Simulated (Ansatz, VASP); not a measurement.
**Mg: VASP beside Ansatz**

File INCAR:

```
SYSTEM = Mg
PREC = Accurate
ENCUT = 520
EDIFF = 1E-6
ISMEAR = 0
SIGMA = 0.1
LREAL = .False.
LASPH = .True.
NELM = 100
ALGO = Normal
ISIF = 2
LWAVE = .False.
LCHARG = .False.
GGA = PE
NBANDS = 9
```

The input KPOINTS:

```
regular mesh
0
Gamma
  12 12 12
  0 0 0
```

The input POSCAR:

```
Mg
1.0
    3.6711586697      0.0000000000      0.0000000000
    0.0000000000      3.6711586697      0.0000000000
    0.0000000000      0.0000000000      3.4780251303
Mg
2
Direct
    0.0000000000      0.0000000000      0.0000000000
    0.5000000000      0.5000000000      0.5000000000
```

Input for Ansatz:

```yaml
crystal:
  lattice:
    - [3.6711586697, 0.0, 0.0]
    - [0.0, 3.6711586697, 0.0]
    - [0.0, 0.0, 3.4780251303]
  atoms:
    - { symbol: Mg, position: [0.0, 0.0, 0.0] }
    - { symbol: Mg, position: [0.5, 0.5, 0.5] }
basis:
  ecutwfc: 420
kpoints:
  mp_grid: { grid: [12, 12, 12] }
hamiltonian:
  xc: pbe
scf:
  occupations: { method: gaussian, width: 0.1 }
output:
  forces: true
  stress: true
  eigenvalues: true
```

Change from the starting cell: strain along c alone, the other axes held, atoms relaxed: +2.0 %.

Alike in both runs: task single point; functional PBE; k mesh 12 × 12 × 12; occupations gaussian, width 0.1 eV; no spin polarisation.

|  | VASP | Ansatz |
| --- | --- | --- |
| version | VASP 6.6.1 | Ansatz 0.2.0 |
| potentials or method | VASP PAW PBE potentials, release 64 (Mg), cutoff 520 eV | scalar-relativistic, plane waves, PAW |
| valence electrons in the cell | 4 | 20 |

VASP gave:

```
gap on the k mesh at the Fermi level (eV)                     : none
pressure (GPa)                                                : -0.9
traceless stress, the component that is largest in VASP (GPa) : -0.59
```

Q: Which values does Ansatz return?

A: gap on the k mesh at the Fermi level (eV): none; pressure (GPa): -0.7; traceless stress, the component that is largest in VASP (GPa): -0.59.

A gap of «none» marks a metal or a gap that the smearing closes. With one functional, cell and mesh, what is left measures potentials, basis and numerics. VASP's potentials hold 4 valence electrons a cell and Ansatz's 20, so a difference there can come from the potentials and not from the codes.
